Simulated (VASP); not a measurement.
# In (Pm-3m) in VASP: further runs

Aim: see how the results for In move with the level of theory and the settings. Levels: PBE, HSE06. Tasks: single point.

Program: VASP 6.6.1. These are calculated values, not measurements. Logs are shortened: lines on timing, memory, paths and dates and some standing lists are left out, and cuts for length are marked.

### 1 The cell of the first run

It takes space group Pm-3m (No. 221, cubic). Conventional cell: a = 3.091 Å, b = 3.091 Å, c = 3.091 Å, α = 90.00°, β = 90.00°, γ = 90.00°. Within 4.1 Å of In (site symmetry m-3m) lie 6 In at 3.09 Å.

This isn't the form of In at room conditions, which is tetragonal.

### 2 Single point, PBE

INCAR

```
PREC = Accurate
ENCUT = 520
EDIFF = 1E-6
ISMEAR = -1
SIGMA = 0.1
LREAL = F
LASPH = T
NELM = 60
ALGO = Normal
ISIF = 2
LWAVE = F
LCHARG = F
GGA = PE
NBANDS = 12
```

KPOINTS

```
Automatic mesh
0
Gamma
  5 5 5
```

POSCAR

```
In
1.0
    3.0909441805      0.0000000000      0.0000000000
    0.0000000000      3.0909441805      0.0000000000
    0.0000000000      0.0000000000      3.0909441805
In
1
Direct
    0.0000000000      0.0000000000      0.0000000000
```

Potentials or basis: VASP PAW PBE potentials, release 64 (In_d).

On the command line:

```sh
$ cat potpaw_PBE.64/In_d/POTCAR > POTCAR
$ mpirun -np 1 vasp_std > vasp.out
```

OUTCAR:

```text
PREC = Accurate
   ENCUT = 520
   EDIFF = 1E-6
   ISMEAR = -1
   LREAL = F
   LASPH = T
   NELM = 60
   ISIF = 2
   GGA = PE

 ion  position               nearest neighbor table
   1  0.000  0.000  0.000-

  LATTYP: Found a simple cubic cell.
 ALAT       =     3.0909441805

  Lattice vectors:

 A1 = (   3.0909441805,   0.0000000000,   0.0000000000)
 A2 = (   0.0000000000,   3.0909441805,   0.0000000000)
 A3 = (   0.0000000000,   0.0000000000,   3.0909441805)

Analysis of symmetry for initial positions (statically):
=====================================================================
 Subroutine PRICEL returns:
 Original cell was already a primitive cell.

 Routine SETGRP: Setting up the symmetry group for a
 simple cubic supercell.

 Subroutine GETGRP returns: Found 48 space group operations
 (whereof 48 operations were pure point group operations)
 out of a pool of 48 trial point group operations.

The static configuration has the point symmetry O_h .

Analysis of symmetry for dynamics (positions and initial velocities):
=====================================================================
 Subroutine PRICEL returns:
 Original cell was already a primitive cell.

 Routine SETGRP: Setting up the symmetry group for a
 simple cubic supercell.

 Subroutine GETGRP returns: Found 48 space group operations
 (whereof 48 operations were pure point group operations)
 out of a pool of 48 trial point group operations.

The dynamic configuration has the point symmetry O_h .

 Subroutine INISYM returns: Found 48 space group operations
 (whereof 48 operations are pure point group operations),
 and found     1 'primitive' translations

----------------------------------------------------------------------------------------

                                     Primitive cell

  volume of cell :      29.5307

  direct lattice vectors                    reciprocal lattice vectors
     3.090944181  0.000000000  0.000000000     0.323525739  0.000000000  0.000000000
     0.000000000  3.090944181  0.000000000     0.000000000  0.323525739  0.000000000
     0.000000000  0.000000000  3.090944181     0.000000000  0.000000000  0.323525739

  length of vectors
     3.090944181  3.090944181  3.090944181     0.323525739  0.323525739  0.323525739

  position of ions in fractional coordinates (direct lattice)
     0.000000000  0.000000000  0.000000000

  ion indices of the primitive-cell ions
   primitive index   ion index
                 1           1

----------------------------------------------------------------------------------------

 KPOINTS: Automatic mesh

Automatic generation of k-mesh.
 Grid dimensions read from file:
 generate k-points for:    5    5    5

 Generating k-lattice:

  Cartesian coordinates                     Fractional coordinates (reciprocal lattice)
     0.064705148  0.000000000  0.000000000     0.200000000  0.000000000  0.000000000
     0.000000000  0.064705148  0.000000000     0.000000000  0.200000000  0.000000000
     0.000000000  0.000000000  0.064705148     0.000000000  0.000000000  0.200000000

  Length of vectors
     0.064705148  0.064705148  0.064705148

  Shift w.r.t. Gamma in fractional coordinates (k-lattice)
     0.000000000  0.000000000  0.000000000

 Subroutine IBZKPT returns following result:
 ===========================================

 Found     10 irreducible k-points:

 Following reciprocal coordinates:
            Coordinates               Weight
  0.000000  0.000000  0.000000      1.000000
  0.200000  0.000000  0.000000      6.000000
  0.400000  0.000000  0.000000      6.000000
  0.200000  0.200000  0.000000     12.000000
  0.400000  0.200000  0.000000     24.000000
  0.400000  0.400000  0.000000     12.000000
  0.200000  0.200000  0.200000      8.000000
  0.400000  0.200000  0.200000     24.000000
  0.400000  0.400000  0.200000     24.000000
  0.400000  0.400000  0.400000      8.000000
   k-points           NKPTS =     10   k-points in BZ     NKDIM =     10   number of bands    NBANDS=     12
   number of dos      NEDOS =    301   number of ions     NIONS =      1
   total plane-waves  NPLWV =  13824
   dimension x,y,z NGX =    24 NGY =   24 NGZ =   24
   dimension x,y,z NGXF=    48 NGYF=   48 NGZF=   48
   ions per type =               1
   NGX,Y,Z   is equivalent  to a cutoff of  12.91, 12.91, 12.91 a.u.
   NGXF,Y,Z  is equivalent  to a cutoff of  25.82, 25.82, 25.82 a.u.
 SYSTEM =  unknown system
   PREC   = accura    normal or accurate (medium, high low for compatibility)
   ISTART =      0    job   : 0-new  1-cont  2-samecut
   ICHARG =      2    charge: 1-file 2-atom 10-const
   ISPIN  =      1    spin polarized calculation?
   LNONCOLLINEAR =      F non collinear calculations
   LSORBIT =      F    spin-orbit coupling
   LASPH  =      T    aspherical Exc in radial PAW
   ENCUT  =  520.0 eV  38.22 Ry    6.18 a.u.   5.75  5.75  5.75*2*pi/ulx,y,z
   NELM   =     60;   NELMIN=  2; NELMDL= -5     # of ELM steps
   EDIFF  = 0.1E-05   stopping-criterion for ELM
   LREAL  =      F    real-space projection
   EDIFFG = 0.1E-04   stopping-criterion for IOM
   NSW    =      0    number of steps for IOM
   IBRION =     -1    ionic relax: 0-MD 1-quasi-New 2-CG
   NFREE  =      0    steps in history (QN), initial steepest desc. (CG)
   ISIF   =      2    stress and relaxation
   ISYM   =      2    0-nonsym 1-usesym 2-fastsym
   POTIM  = 0.5000    time-step for ionic-motion
   TEBEG  =    0.0;   TEEND  =   0.0 temperature during run
   PSTRESS=    0.0 pullay stress
   NELECT =      13.0000    total number of electrons
   NUPDOWN=      -1.0000    fix difference up-down
   EMIN   =  10.00;   EMAX   =-10.00  energy-range for DOS
   EFERMI =   0.00;   METHOD = LEGACY
   ISMEAR =    -1;   SIGMA  =   0.10  broadening in eV -4-tet -1-fermi 0-gaus
   EFERMI_NEDOS =   21; number of points for ismear=-14 and -15
   IALGO  =     38    algorithm
   IMIX   =      4    mixing-type and parameters
     AMIX     =   0.40;   BMIX     =  1.00
     AMIX_MAG =   1.60;   BMIX_MAG =  1.00
  volume/ion in A,a.u.               =      29.53       199.28
  Fermi-wavevector in a.u.,A,eV,Ry     =   1.245369  2.353407 21.101880  1.550944
  Thomas-Fermi vector in A             =   2.379594
   LORBIT       =      0    0 simple, 1 ext, 2 COOP (PROOUT), +10 PAW based schemes
   GGA     = PE    functional components
   LHFCALC =     F    Hartree Fock is set to
   AEXX    =    0.0000 exact exchange contribution
   IVDW    =     0    specifies the selected vdW correction
   LEPSILON=     F    determine dielectric tensor
   LRPA    =     F    only Hartree local field effects (RPA)
 non-spin polarized calculation
  energy-cutoff  :      520.00
  volume of cell :       29.53
 maximum number of plane-waves:       808
 NGX is ok and might be reduce to    24
   NGX = 11   NGY = 11   NGZ = 11

 number of electron      12.9999985 magnetization

 Free energy of the ion-electron system (eV)
  ---------------------------------------------------
  ext. energy  EPLUGINS =         0.00000000
  ---------------------------------------------------
  free energy    TOTEN  =        -2.48599298 eV

  energy without entropy =       -2.47321754  energy(sigma->0) =       -2.47960526

 E-fermi :   6.0157     XC(G=0):  -9.6174

 val. band max:        5.9290065150   @ k =   0.4000   0.4000   0.0000
 cond. band min:       6.5989907545   @ k =   0.4000   0.4000   0.2000
 fundamental gap:      0.6699842394
 Fermi energy:         6.0157165793

 k-point     1 :       0.0000    0.0000    0.0000
  band No.  band energies     occupation
      1      -8.8539      2.00000
      2      -8.8539      2.00000
      3      -8.2057      2.00000
      4      -8.2057      2.00000
      5      -8.2057      2.00000
      6      -2.7482      2.00000
      7      13.1578      0.00000
      8      13.1578      0.00000
      9      13.1578      0.00000
     10      16.3088      0.00000
     11      16.3088      0.00000
     12      17.3332      0.00000

 k-point     2 :       0.2000    0.0000    0.0000
  band No.  band energies     occupation
      1      -8.8397      2.00000
      2      -8.6944      2.00000
      3      -8.2676      2.00000
      4      -8.2676      2.00000
      5      -8.2004      2.00000
      6      -2.0884      2.00000
      7       8.6692      0.00000
      8      13.8826      0.00000
      9      13.8826      0.00000
     10      16.7217      0.00000
     11      17.3159      0.00000
     12      22.0781      0.00000

 k-point     3 :       0.4000    0.0000    0.0000
  band No.  band energies     occupation
      1      -8.8168      2.00000
      2      -8.4424      2.00000
      3      -8.3659      2.00000
      4      -8.3659      2.00000
      5      -8.1920      2.00000
      6      -0.1422      2.00000
      7       4.0317      2.00000
      8      15.6007      0.00000
      9      15.6007      0.00000
     10      17.9772      0.00000
     11      18.3073      0.00000
     12      20.4712      0.00000
[... 76 lines left out ...]
 k-point     9 :       0.4000    0.4000    0.2000
  band No.  band energies     occupation
      1      -8.5925      2.00000
      2      -8.4377      2.00000
      3      -8.4309      2.00000
      4      -8.4204      2.00000
      5      -8.1040      2.00000
      6       3.0001      2.00000
      7       6.5990      0.00584
      8       7.4261      0.00000
      9      11.8882      0.00000
     10      13.8158      0.00000
     11      17.6000      0.00000
     12      17.6494      0.00000

 k-point    10 :       0.4000    0.4000    0.4000
  band No.  band energies     occupation
      1      -8.5734      2.00000
      2      -8.5651      2.00000
      3      -8.5651      2.00000
      4      -8.0954      2.00000
      5      -8.0954      2.00000
      6       4.8523      1.99998
      7       8.1504      0.00000
      8       8.1504      0.00000
      9      10.0518      0.00000
     10      13.1040      0.00000
     11      14.0406      0.00000
     12      14.0406      0.00000

------------------------ aborting loop because EDIFF is reached ----------------------------------------

  FORCE on cell =-STRESS in cart. coord.  units (eV):
  Direction    XX          YY          ZZ          XY          YZ          ZX
  --------------------------------------------------------------------------------------
  -------------------------------------------------------------------------------------
  Total       -0.0582474     -0.0582474     -0.0582474     -0.0000000      0.0000000      0.0000000
  in kB       -3.1601959     -3.1601959     -3.1601959     -0.0000000      0.0000000      0.0000000
  external PRESSURE =      -3.1601959 kB  Pullay stress =       0.0000000 kB

 VOLUME and BASIS-vectors are now :
 -----------------------------------------------------------------------------
  energy-cutoff  :      520.00
  volume of cell :       29.53
      direct lattice vectors                 reciprocal lattice vectors
     3.090944181  0.000000000  0.000000000     0.323525739  0.000000000  0.000000000
     0.000000000  3.090944181  0.000000000     0.000000000  0.323525739  0.000000000
     0.000000000  0.000000000  3.090944181     0.000000000  0.000000000  0.323525739

 POSITION                                       TOTAL-FORCE (eV/Angst)
 -----------------------------------------------------------------------------------
      0.00000      0.00000      0.00000         0.000000      0.000000      0.000000
 -----------------------------------------------------------------------------------
    total drift:                                0.000000     -0.000000      0.000000

  FREE ENERGIE OF THE ION-ELECTRON SYSTEM (eV)
  ---------------------------------------------------
  free  energy   TOTEN  =        -2.4859929770 eV

  energy  without entropy=       -2.4732175388  energy(sigma->0) =       -2.47960526
```

Run time: 8.3 s. Hardware: 1 thread of Intel Xeon 8259CL, shared host; peak memory 0.13 GiB.

Results:

```
Free energy            : -2.4860 eV
Pressure               : -0.3 GPa
Band gap on the k mesh : zero (an odd number of electrons rules out a gap without spin polarisation)
```

Caveat: the k points lie up to 0.41 Å⁻¹ apart, too coarse for converged energies and pressures of a metal; spin-orbit coupling is left out, which moves the levels of the heavy elements.

### 3 Single point, HSE06

POSCAR is that of step 2.

INCAR.step1

```
PREC = Accurate ; ENCUT = 520
EDIFF = 1E-5 ; ISMEAR = -1
SIGMA = 0.1 ; LREAL = False
LASPH = True ; NELM = 60
ALGO = Normal ; ISIF = 2
LWAVE = True ; NBANDS = 12
GGA = PE
```

INCAR.step2

```
PREC = Accurate ; ENCUT = 520
EDIFF = 1E-7 ; ISMEAR = -1
SIGMA = 0.1 ; LREAL = False
LASPH = True ; NELM = 60
ALGO = Normal ; ISIF = 2
LWAVE = False ; LCHARG = True
GGA = PE ; LHFCALC = True
HFSCREEN = 0.2079 ; PRECFOCK = Normal
LELF = True ; LVHAR = True
NBANDS = 12 ; ISTART = 1
```

KPOINTS is that of step 2.

Potentials or basis: VASP PAW PBE potentials, release 64 (In_d).

On the command line:

```sh
$ cat potpaw_PBE.64/In_d/POTCAR > POTCAR
$ cp INCAR.step1 INCAR
$ mpirun -np 1 vasp_std > vasp.out
$ cp INCAR.step2 INCAR
$ mpirun -np 1 vasp_std > vasp.out
```

Wall time 9.5 min (1 thread of Intel Xeon 8259CL, shared host); peak memory 0.24 GiB.

Results (log left out):

```yaml
Free_energy: -2.8219 eV
Pressure: -1.4 GPa
Band_gap_on_the_k_mesh: zero (an odd number of electrons rules out a gap without spin polarisation)
```

Levels at points of the mesh, in eV from the Fermi level:
| k point | band 4 | band 5 | band 6 | band 7 | band 8 | band 9 |
| --- | --- | --- | --- | --- | --- | --- |
| (0.00, 0.00, 0.00) | -16.24 | -16.24 | -9.92 | 7.87 | 7.87 | 7.87 |

Caveat: the k points lie up to 0.41 Å⁻¹ apart, too coarse for converged energies and pressures of a metal; the PAW data sets were made with another functional, which shifts forces and pressure a little; spin-orbit coupling is left out, which moves the levels of the heavy elements.
